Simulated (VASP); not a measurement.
Cu2O:

```
Cu O
1.0
     4.26000    0.00000    0.00000
     0.00000    4.26000    0.00000
     0.00000    0.00000    4.26000
Cu O
4 2
Direct
  0.25000 0.25000 0.25000
  0.25000 0.75000 0.75000
  0.75000 0.25000 0.75000
  0.75000 0.75000 0.25000
  0.00000 0.00000 0.00000
  0.50000 0.50000 0.50000
```

Base run:

* Program: VASP 6.6.1
* Functional: PBEsol
* Potentials or basis: VASP PAW PBE potentials, release 64 (Cu, O)
* Cutoff: 600 eV
* k mesh: 4 × 4 × 4
* Occupations: gaussian, width 0.01 eV
* Spin: no spin polarisation

Its results: band gap on the k mesh 0.50 eV; pressure -2.4 GPa.

Q: The run is repeated on the same cell with these changes: hubbard terms from none to Cu d U = 3.0 eV. What comes out?

A: Band gap on the k mesh 0.64 eV; pressure -3.5 GPa.

The U term pushes filled and empty states of the shell apart.

Caveats: semilocal functionals underestimate gaps, and a narrow one can read as zero; the PAW data sets were made with another functional, which shifts forces and pressure a little; the cell stands under tension (at least some runs).

